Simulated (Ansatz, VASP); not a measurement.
One calculation of Zn, two programs

```xyz
1
Lattice="0.0000 1.9713 1.9713 1.9713 0.0000 1.9713 1.9713 1.9713 0.0000" Properties=species:S:1:pos:R:3 pbc="T T T"
Zn    0.0000    0.0000    0.0000
```

Alike in both runs: task single point; functional r2SCAN; k mesh 13 × 13 × 13; occupations methfessel-paxton of order 1, width 0.3 eV; no spin polarisation.

|  | VASP | Ansatz |
| --- | --- | --- |
| version | VASP 6.6.1 | Ansatz 0.2.0 |
| potentials or method | VASP PAW PBE potentials, release 64 (Zn), cutoff 520 eV | plane waves, PAW |
| valence electrons in the cell | 12 | 12 |

Ansatz gave:

| Quantity | Value |
| --- | --- |
| pressure (GPa) | -5.1 |

Which values does VASP return?

Pressure (GPa): -4.8.

VASP's potentials were made for PBE, not for r2SCAN. The functional is the same, so the differences come from potentials, cutoffs and numerics. Ansatz's warnings: stress scf threshold loose.
